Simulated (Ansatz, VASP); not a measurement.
**Two plane-wave programs on ZrS**

```xyz
2
Lattice="0.0000 2.6116 2.6116 2.6116 0.0000 2.6116 2.6116 2.6116 0.0000" Properties=species:S:1:pos:R:3 pbc="T T T"
Zr    0.0000    0.0000    0.0000
S     2.6116    2.6116    2.6116
```

Alike in both runs: functional r2SCAN; k mesh 8 × 8 × 8; occupations gaussian, width 0.1 eV; no spin polarisation.

Ansatz relaxed the structure, and its values are those at the end. VASP's run is a single point on that final structure, the one shown.

|  | VASP | Ansatz |
| --- | --- | --- |
| version | VASP 6.6.1 | Ansatz 0.2.0 |
| potentials or method | VASP PAW PBE potentials, release 64 (Zr_sv, S), cutoff 520 eV | scalar-relativistic, plane waves, PAW |
| valence electrons in the cell | 18 | 18 |

|  | VASP | Ansatz | Ansatz less VASP |
| --- | --- | --- | --- |
| gap on the k mesh at the Fermi level (eV) | none | none | - |
| pressure (GPa) | 0.0 | 0.0 | -0.01 |

VASP's potentials were made for PBE, not for r2SCAN. A gap of «none» marks a metal or a gap that the smearing closes.
